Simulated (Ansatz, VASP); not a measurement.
# ScPdC6N6: VASP beside Ansatz

```
Sc Pd C N
1.0
     0.00000    5.46197    5.46197
     5.46197    0.00000    5.46197
     5.46197    5.46197    0.00000
Sc Pd C N
1 1 6 6
Direct
  0.50000 0.50000 0.50000
  0.00000 0.00000 0.00000
  0.80794 0.19206 0.19206
  0.19206 0.80794 0.19206
  0.19206 0.19206 0.80794
  0.19206 0.80794 0.80794
  0.80794 0.19206 0.80794
  0.80794 0.80794 0.19206
  0.70121 0.29879 0.29879
  0.29879 0.70121 0.29879
  0.29879 0.29879 0.70121
  0.29879 0.70121 0.70121
  0.70121 0.29879 0.70121
  0.70121 0.70121 0.29879
```

Alike in both runs: functional PBE; k mesh 4 × 4 × 4; occupations gaussian, width 0.1 eV; no spin polarisation.

Ansatz relaxed the structure, and its values are those at the end. VASP's run is a single point on that final structure, the one shown.

```csv
,VASP,Ansatz
version,VASP 6.6.1,Ansatz 0.2.0
potentials or method,"VASP PAW PBE potentials, release 64 (Sc_sv, Pd_sv_GW, C, N), cutoff 600 eV","scalar-relativistic, plane waves, PAW"
valence electrons in the cell,83,83
```

Ansatz gave:

- gap on the k mesh at the Fermi level (eV): none
- pressure (GPa): 0.1
- rms of the force components (eV/Å): 0.003

Task: Estimate VASP's values.

Result: gap on the k mesh at the Fermi level (eV): none; pressure (GPa): 0.4; rms of the force components (eV/Å): 0.204.

A gap of «none» marks a metal or a gap that the smearing closes. One of these differences is far larger than is usual between the two programs; its cause wasn't traced. The functional is the same, so the differences come from potentials, cutoffs and numerics.

Noted on VASP's run: the standard files for N, O and F lose accuracy on very short bonds.
